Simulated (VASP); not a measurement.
Zn:

```
Zn
1.0
     2.83946   -1.63937   -4.34878
    -2.83946   -1.63937   -4.34878
     0.00000    3.27873   -4.34878
Zn
8
Direct
  0.50000 0.50000 0.50000
  0.50000 0.50000 0.00000
  0.00000 0.50000 0.50000
  0.00000 0.50000 0.00000
  0.50000 0.00000 0.50000
  0.50000 0.00000 0.00000
  0.00000 0.00000 0.50000
  0.00000 0.00000 0.00000
```

```yaml
Program: VASP 6.6.1
Task: relaxation of cell and atoms
Functional: PBE
Potentials_or_basis: VASP PAW PBE potentials, release 64 (Zn)
Cutoff: 600 eV
k_mesh: 6 × 6 × 6
Occupations: gaussian, width 0.1 eV
Spin: no spin polarisation
```

At the start: pressure 0.4 GPa; volume 15.18 Å³/atom.

Question: How do energy, volume and symmetry change on relaxing?

Answer: Over 9 steps the energy falls by 4.5 meV/atom and the volume is 15.39 Å³/atom (+1.4 %); space group R-3m (No. 166, to 0.1 Å) before and after.

The path:
```
step  energy change (eV)  largest force (eV/Å)  pressure (GPa)  volume (Å³)
   1              0.0000                0.0000            0.37       121.46
   2             -0.0130                0.0000            0.02       122.07
   3             -0.0332                0.0000           -0.55       123.86
   4             -0.0334                0.0000           -0.64       124.31
   5             -0.0338                0.0000           -0.61       124.09
   6             -0.0343                0.0000            0.32       122.62
   7             -0.0359                0.0000           -0.11       123.29
   8             -0.0359                0.0000           -0.10       123.30
   9             -0.0362                0.0000           -0.08       123.10
```

Final structure:
```
Zn
1.0
     2.90127   -1.67505   -4.22176
    -2.90127   -1.67505   -4.22176
     0.00000    3.35009   -4.22176
Zn
8
Direct
  0.50000 0.50000 0.50000
  0.50000 0.50000 0.00000
  0.00000 0.50000 0.50000
  0.00000 0.50000 0.00000
  0.50000 0.00000 0.50000
  0.50000 0.00000 0.00000
  0.00000 0.00000 0.50000
  0.00000 0.00000 0.00000
```
